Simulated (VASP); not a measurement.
Wanted: the native input for a VASP 6.6.1 run.

| Item | Value |
| --- | --- |
| Task | single point |
| Functional | BLYP |
| Dispersion | D4 |
| Potentials or basis | VASP PAW PBE potentials, release 64 (C) |
| Cutoff | 520 eV |
| k mesh | 12 × 12 × 4 |
| Occupations | fermi-dirac, width 0.05 eV |
| Spin | no spin polarisation |
| Dipole correction | no |
| Further INCAR settings | ALGO = Normal; EDIFF = 1e-06; NBANDS = 26 |

The structure of C lies in POSCAR:

```
C
1.0
    2.5221000000      0.0000000000      0.0000000000
   -1.2610500000      2.1842026709      0.0000000000
    0.0000000000      0.0000000000      8.2371000000
C
8
Direct
    0.6666666667      0.3333333333      0.8437500000
    0.3333333333      0.6666666667      0.3437500000
    0.6666666667      0.3333333333      0.6562500000
    0.3333333333      0.6666666667      0.1562500000
    0.0000000000      0.0000000000      0.9062500000
    0.0000000000      0.0000000000      0.4062500000
    0.0000000000      0.0000000000      0.5937500000
    0.0000000000      0.0000000000      0.0937500000
```

These files were run (other wordings do the same):

INCAR

```
  AGGAC = 1.0
  AGGAX = 1.0
  ALDAC = 0.0
  ALDAX = 1.0
  ALGO = Normal
  EDIFF = 1E-6
  ENCUT = 520
  GGA = B5
  ISIF = 2
  ISMEAR = -1
  IVDW = 13
  LASPH = T
  LCHARG = F
  LREAL = F
  LWAVE = F
  NBANDS = 26
  NELM = 80
  PREC = Accurate
  SIGMA = 0.05
  VDW_A1 = 0.44488865
  VDW_A2 = 4.0933009
  VDW_S6 = 1.0
  VDW_S8 = 2.34076671
```

KPOINTS

```
k-points
0
Gamma
  12 12 4
```

Potentials or basis: VASP PAW PBE potentials, release 64 (C).

Run with:

```bash
$ cat potpaw_PBE.64/C/POTCAR > POTCAR
$ mpirun -np 1 vasp_std > vasp.out
```

Results of the run:

- Pressure: 1.6 GPa
- Largest force: 0.336 eV/Å
- Band gap on the k mesh: 4.75 eV, indirect (least direct gap 5.35 eV)
- Dispersion energy per atom: -0.415 eV

Caveat: the PAW data sets were made with another functional, which shifts forces and pressure a little.

It took 56 s on 1 thread of AMD EPYC 9R45 96-Core Processor (Zen 5), on a shared host, peak memory 0.15 GiB.
